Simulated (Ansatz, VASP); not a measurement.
**One calculation of BeS, two programs**

INCAR

```
SYSTEM = BeS
PREC = Accurate ; ENCUT = 600
EDIFF = 1E-7 ; ISMEAR = 0
SIGMA = 0.02 ; LREAL = .FALSE.
LASPH = .TRUE. ; NELM = 120
ALGO = Normal ; ISIF = 3
LWAVE = .FALSE. ; LCHARG = .FALSE.
GGA = PS ; IBRION = 2
NSW = 100 ; EDIFFG = -0.002
GGA_COMPAT = .FALSE. ; NELMIN = 4
```

File KPOINTS:

```
regular mesh
0
G
  8 8 8
  0 0 0
```

POSCAR

```
BeS
1.0
    0.0000000000      2.4200000000      2.4200000000
    2.4200000000      0.0000000000      2.4200000000
    2.4200000000      2.4200000000      0.0000000000
Be S
1 1
Direct
    0.0000000000      0.0000000000      0.0000000000
    0.2500000000      0.2500000000      0.2500000000
```

Input for Ansatz:

```yaml
crystal:
  lattice:
    - [0.0, 2.42, 2.42]
    - [2.42, 0.0, 2.42]
    - [2.42, 2.42, 0.0]
  atoms:
    - { symbol: Be, position: [0.0, 0.0, 0.0] }
    - { symbol: S, position: [0.25, 0.25, 0.25] }
basis:
  ecutwfc: 420
kpoints:
  mp_grid: { grid: [8, 8, 8] }
hamiltonian:
  xc: pbesol
  pseudopotentials: { kind: paw, azcp: { folder: soft_1 } }
scf:
  occupations: { method: gaussian, width: 0.02 }
output:
  forces: true
  stress: true
  eigenvalues: true
relax:
  adjacent_minimum: "off"
  f_tol: 0.002
  max_steps: 80
  cell: { stress_tol: 0.02 }
```

Alike in both runs: task relaxation of cell and atoms; functional PBEsol; k mesh 8 × 8 × 8; occupations gaussian, width 0.02 eV; no spin polarisation.

|  | VASP | Ansatz |
| --- | --- | --- |
| version | VASP 6.6.1 | Ansatz 0.2.0 |
| potentials or method | VASP PAW PBE potentials, release 64 (Be, S), cutoff 600 eV | scalar-relativistic, plane waves, PAW |
| valence electrons in the cell | 8 | 8 |

|  | VASP | Ansatz | Ansatz less VASP |
| --- | --- | --- | --- |
| gap on the k mesh at the Fermi level, each at its own relaxed structure (eV) | 2.92 | 2.91 | -0.007 |
| relaxed volume (Å³/atom) | 14.19 | 14.15 | -0.033 |
| relaxed cell length with the largest relative difference (Å) | 3.423 | 3.421 | -0.0026 |

VASP's potentials were made for PBE, not for PBEsol, and Ansatz warns of the same on its side.
